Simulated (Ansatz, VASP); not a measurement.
**Two plane-wave programs on Au**

The input INCAR:

```
SYSTEM = Au
ALGO = Fast
EDIFF = 1E-6
ENCUT = 520
GGA = PS
ISIF = 2
ISMEAR = 0
LASPH = .True.
LCHARG = .False.
LREAL = .False.
LWAVE = .False.
NBANDS = 18
NELM = 100
PREC = Accurate
SIGMA = 0.1
```

File KPOINTS:

```
k-points
0
Gamma
  18 18 10
  0 0 0
```

POSCAR

```
Au
1.0
    2.8651903826      0.0000000000      0.0000000000
   -1.4325951913      2.4813276580      0.0000000000
    0.0000000000      0.0000000000      4.7905769541
Au
2
Direct
    0.3333333333      0.6666666667      0.7500000000
    0.6666666667      0.3333333333      0.2500000000
```

Input for Ansatz:

```yaml
crystal:
  lattice:
    - [2.8651903826, 0.0, 0.0]
    - [-1.4325951913, 2.481327658, 0.0]
    - [0.0, 0.0, 4.7905769541]
  atoms:
    - { symbol: Au, position: [0.3333333333, 0.6666666667, 0.75] }
    - { symbol: Au, position: [0.6666666667, 0.3333333333, 0.25] }
basis:
  ecutwfc: 420
kpoints:
  mp_grid: { grid: [18, 18, 10] }
  band_path:
    path:
      - [[0.0, 0.0, 0.0], [0.5, 0.0, 0.0], [0.33333333, 0.33333333, 0.0], [0.0, 0.0, 0.0], [0.0, 0.0, 0.5], [0.5, 0.0, 0.5], [0.33333333, 0.33333333, 0.5], [0.0, 0.0, 0.5]]
      - [[0.5, 0.0, 0.5], [0.5, 0.0, 0.0]]
      - [[0.33333333, 0.33333333, 0.5], [0.33333333, 0.33333333, 0.0]]
    npoints: 14
hamiltonian:
  xc: pbesol
scf:
  occupations: { method: gaussian, width: 0.1 }
  n_extra_bands: 6
output:
  forces: true
  stress: true
  eigenvalues: true
  populations: true
  dos: { projected: true, de: 0.02, nscf_kmesh: { grid: [27, 27, 15] } }
  bader: true
  write_density: true
  write_potential: true
  elf: true
  volumetric_format: npy
```

Alike in both runs: task single point; functional PBEsol; k mesh 18 × 18 × 10; occupations gaussian, width 0.1 eV; no spin polarisation.

```csv
,VASP,Ansatz
version,VASP 6.6.1,Ansatz 0.2.0
potentials or method,"VASP PAW PBE potentials, release 64 (Au), cutoff 520 eV","scalar-relativistic, plane waves, PAW"
valence electrons in the cell,22,38
```

Ansatz gave:

```
gap on the k mesh at the Fermi level (eV) : none
pressure (GPa)                            : 0.0
```

**Question.** What did VASP give for the same quantities?

**Answer.** gap on the k mesh at the Fermi level (eV): none; pressure (GPa): -0.2.

VASP's potentials were made for PBE, not for PBEsol. A gap of «none» marks a metal or a gap that the smearing closes. With one functional, cell and mesh, what is left measures potentials, basis and numerics. VASP's potentials hold 22 valence electrons a cell and Ansatz's 38, so a difference there can come from the potentials and not from the codes.

Spin-orbit coupling is off throughout.
